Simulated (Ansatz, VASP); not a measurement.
Two plane-wave programs on LiF

INCAR

```
ALGO = Normal
EDIFF = 1E-6
ENCUT = 520
GGA = PE
ISIF = 2
ISMEAR = 0
LASPH = T
LCHARG = F
LREAL = F
LWAVE = F
NBANDS = 18
NELM = 60
PREC = Accurate
SIGMA = 0.05
```

File KPOINTS:

```
k-points
0
Gamma
  9 9 6
```

The input POSCAR:

```
LiF
1.0
    3.1775711328      0.0000000000      0.0000000000
   -1.5887855664      2.7518573233      0.0000000000
    0.0000000000      0.0000000000      4.7437959441
Li F
2 2
Direct
    0.3333333333      0.6666666667      0.3402706354
    0.6666666667      0.3333333333      0.8402706354
    0.3333333333      0.6666666667      0.9939266766
    0.6666666667      0.3333333333      0.4939266766
```

Input for Ansatz:

```yaml
crystal:
  lattice:
    - [3.1775711328, 0.0, 0.0]
    - [-1.5887855664, 2.7518573233, 0.0]
    - [0.0, 0.0, 4.7437959441]
  atoms:
    - { symbol: Li, position: [0.3333333333, 0.6666666667, 0.3402706354] }
    - { symbol: Li, position: [0.6666666667, 0.3333333333, 0.8402706354] }
    - { symbol: F, position: [0.3333333333, 0.6666666667, 0.9939266766] }
    - { symbol: F, position: [0.6666666667, 0.3333333333, 0.4939266766] }
basis:
  ecutwfc: 520.0
kpoints:
  mp_grid: { grid: [9, 9, 6] }
hamiltonian:
  xc: pbe
scf:
  occupations: { method: gaussian, width: 0.05 }
output:
  forces: true
  stress: true
  eigenvalues: true
```

Alike in both runs: task single point; functional PBE; k mesh 9 × 9 × 6; occupations gaussian, width 0.05 eV; no spin polarisation.

|  | VASP | Ansatz |
| --- | --- | --- |
| version | VASP 6.6.1 | Ansatz 0.2.0 |
| potentials or method | VASP PAW PBE potentials, release 64 (Li_sv, F), cutoff 520 eV | scalar-relativistic, plane waves, PAW |
| valence electrons in the cell | 20 | 20 |

Ansatz gave:

| Item | Value |
| --- | --- |
| gap on the k mesh at the Fermi level (eV) | 7.62 |
| least direct gap on the mesh (eV) | 7.62 |
| rms of the force components (eV/Å) | 0.849 |

Problem. Which values does VASP return?

Solution. gap on the k mesh at the Fermi level (eV): 7.61; least direct gap on the mesh (eV): 7.61; rms of the force components (eV/Å): 0.902.

Atom by atom the forces differ by 0.053 eV/Å (rms over components).

Noted on VASP's run: the cutoff is short for stress, so the pressure is rough.
